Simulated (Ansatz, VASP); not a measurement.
# One calculation of KCl, two programs

```
CELL_PARAMETERS angstrom
4.49655 0.00000 0.00000
-2.24827 3.89413 0.00000
0.00000 0.00000 7.88589
ATOMIC_POSITIONS crystal
K 0.00000 0.00000 0.00000
K 0.00000 0.00000 0.50000
Cl 0.33333 0.66667 0.25000
Cl 0.66667 0.33333 0.75000
```

Alike in both runs: task single point; functional PBE; k mesh 6 × 6 × 4; no spin polarisation.

|  | VASP | Ansatz |
| --- | --- | --- |
| version | VASP 6.6.1 | Ansatz 0.2.0 |
| potentials or method | VASP PAW PBE potentials, release 64 (K_sv, Cl) | plane waves, PAW |
| plane-wave cutoff (eV) | 520 | 420 |
| occupations | gaussian, width 0.01 eV | fixed |
| valence electrons in the cell | 32 | 32 |

```csv
,VASP,Ansatz,Ansatz less VASP
gap on the k mesh at the Fermi level (eV),4.80,4.80,+0.001
pressure (GPa),-0.8,-0.8,0.00
"traceless stress, the component that is largest in VASP (GPa)",-0.06,-0.07,-0.004
```
